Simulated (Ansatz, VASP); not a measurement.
## HfIn4SiO6, level by level in two programs

```
Hf In Si O
1.0
     2.71585   -4.70357    0.00833
     2.71585    4.70357    0.00833
    -1.87915    0.00000    7.40127
Hf In Si O
1 4 1 6
Direct
  0.78835 0.21165 0.00000
  0.62175 0.37825 0.50000
  0.45502 0.54498 0.00000
  0.28407 0.71593 0.50000
  0.95814 0.04186 0.50000
  0.12168 0.87832 0.00000
  0.06219 0.11415 0.86666
  0.88585 0.93781 0.13334
  0.79490 0.53784 0.86663
  0.46216 0.20510 0.13337
  0.15352 0.62879 0.13333
  0.37121 0.84648 0.86667
```

Single points on this cell with VASP 6.6.1 and Ansatz 0.2.0. Each row is one pair of runs. Alike in all rows: spin: off; k mesh: 6 × 6 × 4; smearing: fermi-dirac, width 0.05 eV; VASP's potentials, cutoff: VASP PAW PBE potentials, release 64 (Hf_pv, In_d, Si, O), 520 eV.

```csv
level,"Ansatz's potentials, cutoff","gap on the k mesh at the Fermi level (eV), VASP","gap on the k mesh at the Fermi level (eV), Ansatz","pressure (GPa), VASP","pressure (GPa), Ansatz","rms of the force components (eV/Å), VASP","rms of the force components (eV/Å), Ansatz"
PBE,"Ansatz NC, 1240 eV",none,none,-0.4,0.1,0.052,0.005
PBE,"Ansatz PAW, 420 eV",none,none,-0.4,0.0,0.052,0.005
PBE,"Ansatz PAW earlier set, 900 eV",none,none,-0.4,0.1,0.052,0.007
PBE,"PseudoDojo standard (PBE files), 1143 eV",none,none,-0.4,-0.4,0.052,0.038
PBE,"SPMS NC, 1034 eV",none,none,-0.4,-0.3,0.052,0.034
```

Pressure (GPa): the two programs differ by at most 0.47; rms of the force components (eV/Å): the two programs differ by at most 0.0477.

VASP's potentials hold 102 valence electrons a cell and Ansatz's 118; VASP's potentials hold 102 valence electrons a cell and Ansatz's 150; VASP's potentials hold 102 valence electrons a cell and Ansatz's 104, so a difference there can come from the potentials and not from the codes.

A gap of «none» marks a metal or a gap that the smearing closes.

Neither program's run includes spin-orbit coupling.
